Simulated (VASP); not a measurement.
# Si2Mo (I4/mmm) in VASP: notebook

Si2Mo is run at these levels: PBE; tasks: single point.

Program: VASP 6.6.1. These are calculated values, not measurements. Logs are shortened: lines on timing, memory, paths and dates and some standing lists are left out, and cuts for length are marked.

## 1. The cell of the first run

It takes space group I4/mmm (No. 139, tetragonal). Conventional cell: a = 3.242 Å, b = 3.242 Å, c = 7.964 Å, α = 90.00°, β = 90.00°, γ = 90.00°. Within 3.5 Å of Si (site symmetry 4mm) lie 9 Si at 2.65 to 3.24 Å and 5 Mo at 2.65 Å. Within 3.5 Å of Mo (site symmetry 4/mmm) lie 10 Si at 2.65 Å and 4 Mo at 3.24 Å.

## 2. Single point, PBE

Input file INCAR:

```
SYSTEM = Si2Mo
ALGO = Normal
EDIFF = 1E-6
ENCUT = 520
GGA = PE
ISIF = 2
ISMEAR = -1
LASPH = .True.
LCHARG = .False.
LREAL = .False.
LWAVE = .False.
NBANDS = 18
NELM = 80
PREC = Accurate
SIGMA = 0.15
```

Input file KPOINTS:

```
k-points
0
Gamma
  13 13 13
  0 0 0
```

Input file POSCAR:

```
Si2Mo
1.0
   -1.6210550461      1.6210550461      3.9822230367
    1.6210550461     -1.6210550461      3.9822230367
    1.6210550461      1.6210550461     -3.9822230367
Si Mo
2 1
Direct
    0.3330000000      0.3330000000      0.0000000000
    0.6670000000      0.6670000000      0.0000000000
    0.0000000000      0.0000000000      0.0000000000
```

Potentials or basis: VASP PAW PBE potentials, release 64 (Si, Mo_sv).

Command:

```console
cat potpaw_PBE.64/Si/POTCAR potpaw_PBE.64/Mo_sv/POTCAR > POTCAR
mpirun -np 1 vasp_std > vasp.out
```

OUTCAR:

```text
SYSTEM = Si2Mo
   EDIFF = 1E-6
   ENCUT = 520
   GGA = PE
   ISIF = 2
   ISMEAR = -1
   LASPH = .True.
   LREAL = .False.
   NELM = 80
   PREC = Accurate

 ion  position               nearest neighbor table
   1  0.333  0.333  0.000-   2 2.65   2 2.65   2 2.65   2 2.65   3 2.65   3 2.65   3 2.65   3 2.65
                             3 2.65   2 2.66
   2  0.667  0.667  0.000-   1 2.65   1 2.65   1 2.65   1 2.65   3 2.65   3 2.65   3 2.65   3 2.65
                             3 2.65   1 2.66
   3  0.000  0.000  0.000-   2 2.65   2 2.65   2 2.65   1 2.65   2 2.65   1 2.65   1 2.65   1 2.65
                             1 2.65   2 2.65

  LATTYP: Found a body centered tetragonal cell.
 ALAT       =     3.2421100922
 C/A-ratio  =     2.4565625000

  Lattice vectors:

 A1 = (  -1.6210550461,   1.6210550461,   3.9822230367)
 A2 = (   1.6210550461,  -1.6210550461,   3.9822230367)
 A3 = (   1.6210550461,   1.6210550461,  -3.9822230367)

Analysis of symmetry for initial positions (statically):
=====================================================================
 Subroutine PRICEL returns:
 Original cell was already a primitive cell.

 Routine SETGRP: Setting up the symmetry group for a
 body centered tetragonal supercell.

 Subroutine GETGRP returns: Found 16 space group operations
 (whereof 16 operations were pure point group operations)
 out of a pool of 16 trial point group operations.

The static configuration has the point symmetry D_4h.

Analysis of symmetry for dynamics (positions and initial velocities):
=====================================================================
 Subroutine PRICEL returns:
 Original cell was already a primitive cell.

 Routine SETGRP: Setting up the symmetry group for a
 body centered tetragonal supercell.

 Subroutine GETGRP returns: Found 16 space group operations
 (whereof 16 operations were pure point group operations)
 out of a pool of 16 trial point group operations.

The dynamic configuration has the point symmetry D_4h.

 Subroutine INISYM returns: Found 16 space group operations
 (whereof 16 operations are pure point group operations),
 and found     1 'primitive' translations

----------------------------------------------------------------------------------------

                                     Primitive cell

  volume of cell :      41.8583

  direct lattice vectors                    reciprocal lattice vectors
    -1.621055046  1.621055046  3.982223037     0.000000000  0.308441099  0.125558010
     1.621055046 -1.621055046  3.982223037     0.308441099  0.000000000  0.125558010
     1.621055046  1.621055046 -3.982223037     0.308441099  0.308441099  0.000000000

  length of vectors
     4.594968905  4.594968905  4.594968905     0.333017605  0.333017605  0.436201585

  position of ions in fractional coordinates (direct lattice)
     0.333000000  0.333000000  0.000000000
     0.667000000  0.667000000  0.000000000
     0.000000000  0.000000000  0.000000000

  ion indices of the primitive-cell ions
   primitive index   ion index
                 1           1
                 2           2
                 3           3

----------------------------------------------------------------------------------------

 KPOINTS: k-points

Automatic generation of k-mesh.
 Grid dimensions read from file:
 generate k-points for:   13   13   13

 Generating k-lattice:

  Cartesian coordinates                     Fractional coordinates (reciprocal lattice)
     0.000000000  0.023726238  0.009658308     0.076923077 -0.000000000  0.000000000
     0.023726238  0.000000000  0.009658308    -0.000000000  0.076923077  0.000000000
     0.023726238  0.023726238  0.000000000     0.000000000  0.000000000  0.076923077

  Length of vectors
     0.025616739  0.025616739  0.033553968

  Shift w.r.t. Gamma in fractional coordinates (k-lattice)
     0.000000000  0.000000000  0.000000000

 Subroutine IBZKPT returns following result:
 ===========================================

 Found    196 irreducible k-points:

 Following reciprocal coordinates:
            Coordinates               Weight
  0.000000  0.000000  0.000000      1.000000
  0.076923  0.000000  0.000000      8.000000
  0.153846  0.000000  0.000000      8.000000
  0.230769  0.000000 -0.000000      8.000000
  0.307692  0.000000  0.000000      8.000000
  0.384615 -0.000000  0.000000      8.000000
[... 16 lines left out ...]
  0.384615  0.153846  0.000000     16.000000
  0.461538  0.153846  0.000000     16.000000
 [... further k-points ...]
   k-points           NKPTS =    196   k-points in BZ     NKDIM =    196   number of bands    NBANDS=     18
   number of dos      NEDOS =    301   number of ions     NIONS =      3
   total plane-waves  NPLWV =  46656
   dimension x,y,z NGX =    36 NGY =   36 NGZ =   36
   dimension x,y,z NGXF=    72 NGYF=   72 NGZF=   72
   ions per type =               2   1
   NGX,Y,Z   is equivalent  to a cutoff of  13.02, 13.02, 13.02 a.u.
   NGXF,Y,Z  is equivalent  to a cutoff of  26.05, 26.05, 26.05 a.u.
 SYSTEM =  Si2Mo
   PREC   = accura    normal or accurate (medium, high low for compatibility)
   ISTART =      0    job   : 0-new  1-cont  2-samecut
   ICHARG =      2    charge: 1-file 2-atom 10-const
   ISPIN  =      1    spin polarized calculation?
   LNONCOLLINEAR =      F non collinear calculations
   LSORBIT =      F    spin-orbit coupling
   LASPH  =      T    aspherical Exc in radial PAW
   ENCUT  =  520.0 eV  38.22 Ry    6.18 a.u.   8.54  8.54  8.54*2*pi/ulx,y,z
   NELM   =     80;   NELMIN=  2; NELMDL= -5     # of ELM steps
   EDIFF  = 0.1E-05   stopping-criterion for ELM
   LREAL  =      F    real-space projection
   EDIFFG = 0.1E-04   stopping-criterion for IOM
   NSW    =      0    number of steps for IOM
   IBRION =     -1    ionic relax: 0-MD 1-quasi-New 2-CG
   NFREE  =      0    steps in history (QN), initial steepest desc. (CG)
   ISIF   =      2    stress and relaxation
   ISYM   =      2    0-nonsym 1-usesym 2-fastsym
   POTIM  = 0.5000    time-step for ionic-motion
   TEBEG  =    0.0;   TEEND  =   0.0 temperature during run
   PSTRESS=    0.0 pullay stress
   NELECT =      22.0000    total number of electrons
   NUPDOWN=      -1.0000    fix difference up-down
   EMIN   =  10.00;   EMAX   =-10.00  energy-range for DOS
   EFERMI =   0.00;   METHOD = LEGACY
   ISMEAR =    -1;   SIGMA  =   0.15  broadening in eV -4-tet -1-fermi 0-gaus
   EFERMI_NEDOS =   21; number of points for ismear=-14 and -15
   IALGO  =     38    algorithm
   IMIX   =      4    mixing-type and parameters
     AMIX     =   0.40;   BMIX     =  1.00
     AMIX_MAG =   1.60;   BMIX_MAG =  1.00
  volume/ion in A,a.u.               =      13.95        94.16
  Fermi-wavevector in a.u.,A,eV,Ry     =   1.321160  2.496630 23.748470  1.745463
  Thomas-Fermi vector in A             =   2.450934
   LORBIT       =      0    0 simple, 1 ext, 2 COOP (PROOUT), +10 PAW based schemes
   GGA     = PE    functional components
   LHFCALC =     F    Hartree Fock is set to
   AEXX    =    0.0000 exact exchange contribution
   IVDW    =     0    specifies the selected vdW correction
   LEPSILON=     F    determine dielectric tensor
   LRPA    =     F    only Hartree local field effects (RPA)
 non-spin polarized calculation
  energy-cutoff  :      520.00
  volume of cell :       41.86
 maximum number of plane-waves:      1149
 NGX is ok and might be reduce to    36
   NGX = 17   NGY = 17   NGZ = 17

 number of electron      22.0000000 magnetization

 Free energy of the ion-electron system (eV)
  ---------------------------------------------------
  ext. energy  EPLUGINS =         0.00000000
  ---------------------------------------------------
  free energy    TOTEN  =       -23.24970216 eV

  energy without entropy =      -23.21518279  energy(sigma->0) =      -23.23244248

 E-fermi :  11.6748     XC(G=0): -12.2428

 val. band max:       11.5738207195   @ k =  -0.4615  -0.4615   0.3077
 cond. band min:      11.7249560147   @ k =  -0.3077  -0.3846   0.3077
 fundamental gap:      0.1511352951
 Fermi energy:        11.6747919422

 k-point     1 :       0.0000    0.0000    0.0000
  band No.  band energies     occupation
      1     -49.1048      2.00000
      2     -23.2419      2.00000
      3     -23.1626      2.00000
      4     -23.1626      2.00000
      5      -1.4651      2.00000
      6       5.5931      2.00000
[... 10 lines left out ...]
     17      16.4823      0.00000
     18      16.4823      0.00000

 k-point     2 :       0.0769    0.0000    0.0000
  band No.  band energies     occupation
      1     -49.1040      2.00000
      2     -23.2410      2.00000
      3     -23.1754      2.00000
      4     -23.1615      2.00000
      5      -1.3616      2.00000
      6       5.5874      2.00000
[... 10 lines left out ...]
     17      16.5934      0.00000
     18      17.1459      0.00000

 k-point     3 :       0.1538    0.0000    0.0000
  band No.  band energies     occupation
      1     -49.1015      2.00000
      2     -23.2383      2.00000
      3     -23.2105      2.00000
      4     -23.1582      2.00000
      5      -1.0554      2.00000
      6       5.5240      2.00000
[... 10 lines left out ...]
     17      17.1791      0.00000
     18      18.4702      0.00000

 k-point     4 :       0.2308    0.0000   -0.0000
  band No.  band energies     occupation
      1     -49.0981      2.00000
      2     -23.2598      2.00000
      3     -23.2343      2.00000
      4     -23.1536      2.00000
      5      -0.5589      2.00000
      6       5.2382      2.00000
[... 10 lines left out ...]
     17      18.1071      0.00000
     18      20.0578      0.00000

 k-point     5 :       0.3077    0.0000    0.0000
  band No.  band energies     occupation
      1     -49.0945      2.00000
      2     -23.3116      2.00000
      3     -23.2304      2.00000
      4     -23.1488      2.00000
      5       0.1073      2.00000
      6       4.6037      2.00000
[... 10 lines left out ...]
     17      18.4551      0.00000
     18      20.4914      0.00000

 k-point     6 :       0.3846   -0.0000    0.0000
  band No.  band energies     occupation
      1     -49.0915      2.00000
      2     -23.3541      2.00000
      3     -23.2270      2.00000
      4     -23.1447      2.00000
      5       0.9151      2.00000
      6       3.7445      2.00000
[... 10 lines left out ...]
     17      18.0358      0.00000
     18      19.7173      0.00000

 k-point     7 :       0.4615    0.0000    0.0000
  band No.  band energies     occupation
      1     -49.0898      2.00000
      2     -23.3780      2.00000
      3     -23.2251      2.00000
      4     -23.1424      2.00000
      5       1.8262      2.00000
      6       2.7914      2.00000
[... 10 lines left out ...]
     17      17.7389      0.00000
     18      18.6585      0.00000

 k-point     8 :       0.0769    0.0769    0.0000
  band No.  band energies     occupation
      1     -49.1031      2.00000
      2     -23.2405      2.00000
      3     -23.1750      2.00000
      4     -23.1734      2.00000
      5      -1.2297      2.00000
      6       5.4246      2.00000
[... 10 lines left out ...]
     17      17.2245      0.00000
     18      17.2943      0.00000
[... 229 lines left out ...]
     17      16.9717      0.00000
     18      17.2506      0.00000

 k-point    20 :       0.1538    0.1538   -0.0000
  band No.  band energies     occupation
      1     -49.0983      2.00000
      2     -23.2362      2.00000
      3     -23.2079      2.00000
      4     -23.2031      2.00000
      5      -0.5523      2.00000
      6       5.0102      2.00000
[... 10 lines left out ...]
     17      18.2277      0.00000
     18      19.0485      0.00000

 k-point    21 :       0.2308    0.1538   -0.0000
  band No.  band energies     occupation
      1     -49.0949      2.00000
      2     -23.2546      2.00000
      3     -23.2320      2.00000
      4     -23.2002      2.00000
      5      -0.0315      2.00000
      6       4.7563      2.00000
[... 10 lines left out ...]
     17      18.2725      0.00000
     18      19.8070      0.00000

 k-point    22 :       0.3077    0.1538   -0.0000
  band No.  band energies     occupation
      1     -49.0913      2.00000
      2     -23.3055      2.00000
      3     -23.2276      2.00000
      4     -23.1947      2.00000
      5       0.6392      2.00000
      6       4.3506      2.00000
[... 10 lines left out ...]
     17      18.9621      0.00000
     18      19.8640      0.00000

 k-point    23 :       0.3846    0.1538    0.0000
  band No.  band energies     occupation
      1     -49.0883      2.00000
      2     -23.3474      2.00000
      3     -23.2234      2.00000
      4     -23.1902      2.00000
      5       1.4292      2.00000
      6       3.6723      2.00000
[... 10 lines left out ...]
     17      18.9761      0.00000
     18      20.0932      0.00000

 k-point    24 :       0.4615    0.1538    0.0000
  band No.  band energies     occupation
      1     -49.0867      2.00000
      2     -23.3709      2.00000
      3     -23.2205      2.00000
      4     -23.1876      2.00000
      5       2.2954      2.00000
      6       2.8066      2.00000
[... 10 lines left out ...]
     17      18.9721      0.00000
     18      20.3979      0.00000

 [... further k-points ...]
[... 5 lines left out ...]
  --------------------------------------------------------------------------------------
  -------------------------------------------------------------------------------------
  Total       -1.2281339     -1.2281339     -1.6902009      0.0000000      0.0000000      0.0000000
  in kB      -47.0083722    -47.0083722    -64.6945665      0.0000000      0.0000000      0.0000000
  external PRESSURE =     -52.9037703 kB  Pullay stress =       0.0000000 kB

 VOLUME and BASIS-vectors are now :
 -----------------------------------------------------------------------------
  energy-cutoff  :      520.00
  volume of cell :       41.86
      direct lattice vectors                 reciprocal lattice vectors
    -1.621055046  1.621055046  3.982223037     0.000000000  0.308441099  0.125558010
     1.621055046 -1.621055046  3.982223037     0.308441099  0.000000000  0.125558010
     1.621055046  1.621055046 -3.982223037     0.308441099  0.308441099  0.000000000

 POSITION                                       TOTAL-FORCE (eV/Angst)
 -----------------------------------------------------------------------------------
      0.00000      0.00000      2.65216         0.000000      0.000000      0.314434
      0.00000      0.00000      5.31229         0.000000      0.000000     -0.314434
      0.00000      0.00000      0.00000        -0.000000     -0.000000      0.000000
 -----------------------------------------------------------------------------------
    total drift:                                0.000000      0.000000     -0.000000

  FREE ENERGIE OF THE ION-ELECTRON SYSTEM (eV)
  ---------------------------------------------------
  free  energy   TOTEN  =       -23.2497021642 eV

  energy  without entropy=      -23.2151827949  energy(sigma->0) =      -23.23244248
```

Wall time 70 s (1 thread of Intel Xeon 6975P-C (Granite Rapids), shared host); peak memory 0.3 GiB.

What came out:

| Item | Value |
| --- | --- |
| Free energy | -23.2497 eV |
| Pressure | -5.3 GPa |
| Largest force | 0.314 eV/Å |
| Band gap on the k mesh | zero (bands 11 and 12 overlap by 0.93 eV) |

Forces in eV/Å, atoms in the order of the input:
```
Si   0.000  0.000  0.314
Si   0.000  0.000 -0.314
Mo   0.000  0.000  0.000
```

Caveat: the cell stands under tension.

## 3. Single point, PBE

This run uses another cell than the first one, of 14.22 Å³/atom.

Input file INCAR:

```
PREC = Accurate
ENCUT = 520
EDIFF = 1E-6
ISMEAR = -1
SIGMA = 0.15
LREAL = False
LASPH = True
NELM = 80
ALGO = Normal
ISIF = 2
LWAVE = False
LCHARG = False
GGA = PE
NBANDS = 18
```

Input file KPOINTS:

```
Automatic mesh
0
Gamma
  13 13 13
```

Input file POSCAR:

```
Si2Mo
1.0
   -1.6313805159      1.6313805159      4.0075881985
    1.6313805159     -1.6313805159      4.0075881985
    1.6313805159      1.6313805159     -4.0075881985
Si Mo
2 1
Direct
    0.3330000000      0.3330000000      0.0000000000
    0.6670000000      0.6670000000      0.0000000000
    0.0000000000      0.0000000000      0.0000000000
```

Potentials or basis: VASP PAW PBE potentials, release 64 (Si, Mo_sv).

Command:

```console
cat potpaw_PBE.64/Si/POTCAR potpaw_PBE.64/Mo_sv/POTCAR > POTCAR
mpirun -np 1 vasp_std > vasp.out
```

It took 68 s on 1 thread of Intel Xeon 6975P-C (Granite Rapids), shared host; peak memory 0.3 GiB.

The run converged. Its results:

```yaml
Free_energy: -23.2147 eV
Pressure: -8.6 GPa
Largest_force: 0.339 eV/Å
Band_gap_on_the_k_mesh: zero (bands 11 and 12 overlap by 0.91 eV)
```

Forces in eV/Å, atoms in the order of the input:
```
Si   0.000  0.000  0.339
Si   0.000  0.000 -0.339
Mo   0.000  0.000  0.000
```

Stress tensor (GPa, compression positive):
```
 -7.90   0.00   0.00
  0.00  -7.90   0.00
  0.00   0.00 -10.01
```

Levels at points of the mesh, in eV from the Fermi level:
```tsv
k point	band 7	band 8	band 9	band 10	band 11	band 12	band 13	band 14	band 15	band 16
(0.00, 0.00, 0.00)	-3.53	-2.74	-2.48	-2.48	0.40	2.74	3.33	3.49	3.49	3.79
```

Caveat: the cell stands under tension.
